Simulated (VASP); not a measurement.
Runs of VASP 6.6.1 on Se. The structure is that of space group P3_121 (No. 152), or close to it. The cells are those of the table. 

| task | cell | cutoff (eV) | smearing | gap on the mesh (eV) | pressure (GPa) | relaxed volume (Å³/atom) | largest force (eV/Å) |
| --- | --- | --- | --- | --- | --- | --- | --- |
| relaxation of cell and atoms | relaxed from a = 4.068, b = 4.068, c = 5.128 Å, angles 90.0, 90.0, 120.0°, 3 atoms | 600 | gaussian 0.02 eV | 0.51 | 0.0 | 24.52 | - |
| electric field gradients | a = 4.067, b = 4.067, c = 5.130 Å, angles 90.0, 90.0, 120.0°, 3 atoms | 520 | gaussian 0.01 eV | 0.51 | 0.1 | - | 0.02 |
| relaxation of cell and atoms | relaxed from a = 4.068, b = 4.068, c = 5.128 Å, angles 90.0, 90.0, 120.0°, 3 atoms | 600 | gaussian 0.01 eV | 0.50 | 0.0 | (a) | - |
| single point | a = 4.067, b = 4.067, c = 5.130 Å, angles 90.0, 90.0, 120.0°, 3 atoms | 520 | gaussian 0.01 eV | 0.51 | 0.1 | - | 0.02 |

Alike in all rows: level PBE+D3(BJ); potentials or basis VASP PAW PBE potentials, release 64 (Se); no spin polarisation; k mesh 12 × 12 × 8.

Question: Fill in the values left out.

Answer: (a) 24.47.

A k mesh can miss the band edges, and the runs leave out spin-orbit coupling on Se.
